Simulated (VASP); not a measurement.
Set up this calculation in VASP 6.6.1, as the native input.

```yaml
Task: single point
Functional: PBE
Potentials_or_basis: VASP PAW PBE potentials, release 64 (Zn, S)
Cutoff: 520 eV
k_mesh: 5 × 5 × 3
Occupations: gaussian, width 0.01 eV
Spin: no spin polarisation
Dipole_correction: no
Further_INCAR_settings: ALGO = Normal; EDIFF = 1e-07; NBANDS = 26
```

The structure of ZnS (Wurtzite-2H) lies in POSCAR:

```
ZnS
1.0
    3.7065360167      0.0000000000      0.0000000000
   -1.8532680084      3.2099545316      0.0000000000
    0.0000000000      0.0000000000      6.0631187426
Zn S
2 2
Direct
    0.3333333333      0.6666666667      0.0000000000
    0.6666666667      0.3333333333      0.5000000000
    0.3333333333      0.6666666667      0.3850000000
    0.6666666667      0.3333333333      0.8850000000
```

One way to write it, as run:

INCAR

```
PREC     = Accurate       # precision mode
ENCUT    = 520            # plane-wave cutoff, eV
EDIFF    = 1E-7           # SCF threshold, eV
ISMEAR   = 0              # smearing method
SIGMA    = 0.01           # smearing width, eV
LREAL    = F              # projectors in reciprocal space
LASPH    = T              # aspherical terms in the spheres
NELM     = 80             # most SCF steps
ALGO     = Normal         # electronic algorithm
ISIF     = 2              # what is computed and relaxed
LWAVE    = F              # write WAVECAR
LCHARG   = T              # write CHGCAR
GGA      = PE             # functional
LELF     = T              # ELF
LVHAR    = T            
NBANDS   = 26             # bands
```

KPOINTS

```
regular mesh
0
Gamma
  5 5 3
```

Potentials or basis: VASP PAW PBE potentials, release 64 (Zn, S).

Run with:

```sh
$ cat potpaw_PBE.64/Zn/POTCAR potpaw_PBE.64/S/POTCAR > POTCAR
$ mpirun -np 1 vasp_std > vasp.out
```

Results of the run:

The pressure is 10.5 GPa and the largest force is 0.438 eV/Å. The band gap on the k mesh is 2.65 eV, direct.

Run time: 33 s on 1 thread of Intel Xeon 8259CL, on a shared host, peak memory 0.18 GiB.
